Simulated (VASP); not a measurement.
Wanted: the native input for a VASP 6.6.1 run.

```
Task                   : single point
Functional             : LDA
Potentials or basis    : VASP PAW LDA potentials, release 64 (Sb)
Cutoff                 : 520 eV
k mesh                 : 9 × 9 × 5
Occupations            : fermi-dirac, width 0.05 eV
Spin                   : no spin polarisation
Dipole correction      : no
Further INCAR settings : ALGO = Normal; EDIFF = 1e-06; NBANDS = 12
```

The structure of Sb lies in POSCAR:

```
Sb
1.0
    3.3320180998      0.0000000000      0.0000000000
   -1.6660090499      2.8856123203      0.0000000000
    0.0000000000      0.0000000000      5.4334470562
Sb
2
Direct
    0.6666666667      0.3333333333      0.7500000000
    0.3333333333      0.6666666667      0.2500000000
```

This cell differs from its parent crystal: volume scaled by 0.98.

One way to write it, as run:

INCAR

```
SYSTEM = Sb
ALGO     = Normal         ! electronic algorithm
EDIFF    = 1E-6           ! SCF threshold, eV
ENCUT    = 520            ! plane-wave cutoff, eV
GGA      = CA             ! functional
ISIF     = 2              ! what is computed and relaxed
ISMEAR   = -1             ! smearing method
LASPH    = .True.         ! aspherical terms in the spheres
LCHARG   = .False.        ! write CHGCAR
LREAL    = .False.        ! projectors in reciprocal space
LWAVE    = .False.        ! write WAVECAR
NBANDS   = 12             ! bands
NELM     = 100            ! most SCF steps
PREC     = Accurate       ! precision mode
SIGMA    = 0.05           ! smearing width, eV
```

KPOINTS

```
k-points
0
Gamma
  9 9 5
  0 0 0
```

Potentials or basis: VASP PAW LDA potentials, release 64 (Sb).

Run with:

```sh
$ cat potpaw_LDA.64/Sb/POTCAR > POTCAR
$ mpirun -np 1 vasp_std > vasp.out
```

Results of the run:

- Pressure: -1.4 GPa
- Band gap on the k mesh: zero (band 5 reaches 13.01 eV, above the bottom of band 6 at 6.00 eV)

Caveat: spin-orbit coupling is left out, which moves the levels of the heavy elements.

Run time: 28 s on 1 thread of AMD EPYC 7R13 (shared host), peak memory 0.16 GiB.
